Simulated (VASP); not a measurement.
The system is MgB2.

```
Mg B
1.0
     3.04331    0.00000    0.00000
    -1.52165    2.63558    0.00000
     0.00000    0.00000    3.47539
Mg B
1 2
Direct
  0.00000 0.00000 0.00000
  0.66667 0.33333 0.50000
  0.33333 0.66667 0.50000
```

This cell differs from its parent crystal: volume scaled by 0.96.

Program: VASP 6.6.1. Alike in all runs: task single point; no spin polarisation; cell as given; k mesh 10 × 10 × 8; cutoff (eV) 520; smearing fermi-dirac 0.05 eV.

Q: Order these runs on this cell by their pressure, lowest first.
A. level LDA; potentials or basis VASP PAW LDA potentials, release 64 (Mg, B)
B. level PBEsol; potentials or basis VASP PAW PBE potentials, release 64 (Mg, B)
C. level revPBE; potentials or basis VASP PAW PBE potentials, release 64 (Mg, B)
D. level PBE; potentials or basis VASP PAW PBE potentials, release 64 (Mg, B)

A: A (-2.1 GPa), B (3.4 GPa), D (5.4 GPa), C (8.1 GPa).

Caveats: the PAW data sets were made with another functional, which shifts forces and pressure a little (some runs).
